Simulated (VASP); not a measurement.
Here is a VASP 6.6.1 calculation.

File POSCAR:

```
K3Zn2As4
1.0
    0.0197009600      4.5312018400     -0.0113899900
    8.5068125200     -2.2285486000      0.0182022800
    2.8500340200      0.0292686300     -6.7324395600
K Zn As
3 2 4
Direct
    0.1495450000      0.2807120000      0.4184430000
    0.8600330000      0.7177670000      0.5712660000
    0.0131300000      0.9941180000      0.0043200000
    0.3316220000      0.6561730000      0.9611190000
    0.6697190000      0.3282610000      0.0404360000
    0.2193340000      0.4200770000      0.8338330000
    0.8159780000      0.5880690000      0.1491060000
    0.5013980000      0.9715780000      0.6762550000
    0.5055360000      0.0190330000      0.3203240000
```

File INCAR.step1:

```
SYSTEM = K3Zn2As4
PREC     = Accurate       ! precision mode
ENCUT    = 520            ! plane-wave cutoff, eV
ISMEAR   = -1             ! smearing method
SIGMA    = 0.0131         ! smearing width, eV
LREAL    = .FALSE.        ! projectors in reciprocal space
LASPH    = .TRUE.         ! aspherical terms in the spheres
NELM     = 100            ! most SCF steps
NBANDS   = 46             ! bands
GGA      = PE             ! functional
ALGO     = Normal         ! electronic algorithm
EDIFF    = 1E-4           ! SCF threshold, eV
LWAVE    = .TRUE.         ! write WAVECAR
LCHARG   = .FALSE.        ! write CHGCAR
```

INCAR.step2

```
SYSTEM = K3Zn2As4
PREC     = Accurate       ! precision mode
ENCUT    = 520            ! plane-wave cutoff, eV
EDIFF    = 1E-7           ! SCF threshold, eV
ISMEAR   = -1             ! smearing method
SIGMA    = 0.0131         ! smearing width, eV
LREAL    = .FALSE.        ! projectors in reciprocal space
LASPH    = .TRUE.         ! aspherical terms in the spheres
NELM     = 100            ! most SCF steps
ALGO     = Normal         ! electronic algorithm
ISIF     = 2              ! what is computed and relaxed
LWAVE    = .FALSE.        ! write WAVECAR
LCHARG   = .FALSE.        ! write CHGCAR
METAGGA  = R2SCAN         ! meta-GGA
LMIXTAU  = .TRUE.       
NBANDS   = 46             ! bands
ISTART   = 1
```

KPOINTS

```
Automatic mesh
0
Gamma
  4 3 3
  0.5 0 0
```

Potentials or basis: VASP PAW PBE potentials, release 64 (K_sv, Zn, As).

Run with:

```sh
$ cat potpaw_PBE.64/K_sv/POTCAR potpaw_PBE.64/Zn/POTCAR potpaw_PBE.64/As/POTCAR > POTCAR
$ cp INCAR.step1 INCAR
$ mpirun -np 1 vasp_std > vasp.out
$ cp INCAR.step2 INCAR
$ mpirun -np 1 vasp_std > vasp.out
```

Problem. Predict the pressure.

Solution. -2.2 GPa.

Problem. Predict the largest force.

Solution. 1.349 eV/Å.

Stress tensor (GPa, compression positive):
```
 0.36 -0.13 -0.01
-0.13 -3.22  0.38
-0.01  0.38 -3.88
```

Caveat: the k points lie up to 0.36 Å⁻¹ apart, too coarse for converged energies and pressures of a metal; the PAW data sets were made with another functional, which shifts forces and pressure a little.
